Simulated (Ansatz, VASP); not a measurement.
# MgTl4 in VASP and in Ansatz

```
Mg Tl
1.0
     6.35610    0.00000    0.00000
    -3.17805    5.50455    0.00000
     0.00000    0.00000    5.71181
Mg Tl
1 4
Direct
  0.00000 0.00000 0.50000
  0.50000 0.00000 0.50000
  0.00000 0.50000 0.50000
  0.50000 0.50000 0.50000
  0.00000 0.00000 0.00000
```

Alike in both runs: functional PBE; k mesh 6 × 6 × 4; occupations gaussian, width 0.1 eV; no spin polarisation.

Ansatz relaxed the structure, and its values are those at the end. VASP's run is a single point on that final structure, the one shown.

```csv
,VASP,Ansatz
version,VASP 6.6.1,Ansatz 0.2.0
potentials or method,"VASP PAW PBE potentials, release 64 (Mg, Tl_d), cutoff 600 eV","scalar-relativistic, plane waves, PAW"
valence electrons in the cell,54,62
```

|  | VASP | Ansatz | Ansatz less VASP |
| --- | --- | --- | --- |
| gap on the k mesh at the Fermi level (eV) | none | none | - |
| pressure (GPa) | 0.2 | 0.2 | +0.03 |

A gap of «none» marks a metal or a gap that the smearing closes. VASP's potentials hold 54 valence electrons a cell and Ansatz's 62, so a difference there can come from the potentials and not from the codes.

Spin-orbit coupling is off throughout.
